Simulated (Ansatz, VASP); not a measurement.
## Na in VASP and in Ansatz

INCAR

```
SYSTEM = Na
ALGO = Normal ; EDIFF = 1E-6
ENCUT = 520 ; GGA = PE
ISIF = 2 ; ISMEAR = -1
LASPH = .True. ; LCHARG = .False.
LREAL = .False. ; LWAVE = .False.
NBANDS = 10 ; NELM = 60
PREC = Accurate ; SIGMA = 0.1
```

KPOINTS

```
k-points
0
Gamma
  14 14 14
  0 0 0
```

File POSCAR:

```
Na
1.0
    0.0000000000      1.9481332123      1.9481332123
    1.9481332123      0.0000000000      1.9481332123
    1.9481332123      1.9481332123      0.0000000000
Na
1
Direct
    0.0000000000      0.0000000000      0.0000000000
```

Input for Ansatz:

```yaml
crystal:
  lattice:
    - [0.0, 1.9481332123, 1.9481332123]
    - [1.9481332123, 0.0, 1.9481332123]
    - [1.9481332123, 1.9481332123, 0.0]
  atoms:
    - { symbol: Na, position: [0.0, 0.0, 0.0] }
kpoints:
  mp_grid: { grid: [14, 14, 14] }
  band_path:
    path:
      - [0.0, 0.0, 0.0]
      - [0.5, 0.0, 0.5]
      - [0.625, 0.25, 0.625]
      - [0.375, 0.375, 0.75]
      - [0.0, 0.0, 0.0]
      - [0.5, 0.5, 0.5]
      - [0.5, 0.25, 0.75]
      - [0.5, 0.0, 0.5]
    npoints: 8
scf:
  occupations: { method: fermi_dirac, width: 0.1 }
hamiltonian:
  xc: pbe
  pseudopotentials: { kind: paw }
output:
  forces: true
  stress: true
  eigenvalues: true
  populations: true
  dos: { projected: true, de: 0.2, e_range: [-14, 8] }
```

Change from the starting cell: volume scaled by 0.4, PAW files.

Alike in both runs: task single point; functional PBE; k mesh 14 × 14 × 14; occupations fermi-dirac, width 0.1 eV; no spin polarisation.

|  | VASP | Ansatz |
| --- | --- | --- |
| version | VASP 6.6.1 | Ansatz 0.2.0 |
| potentials or method | VASP PAW PBE potentials, release 64 (Na_pv) | PAW with Ansatz's default frozen-core files, scalar-relativistic |
| plane-wave cutoff (eV) | 520 | 420 |
| valence electrons in the cell | 7 | 9 |

Ansatz gave:

```
pressure (GPa) : 39.9
```

Problem. Estimate VASP's values.

Solution. Pressure (GPa): 40.1.

Both programs put the cell under a high pressure, so it lies far from rest at this level. VASP's potentials hold 7 valence electrons a cell and Ansatz's 9, so a difference there can come from the potentials and not from the codes.
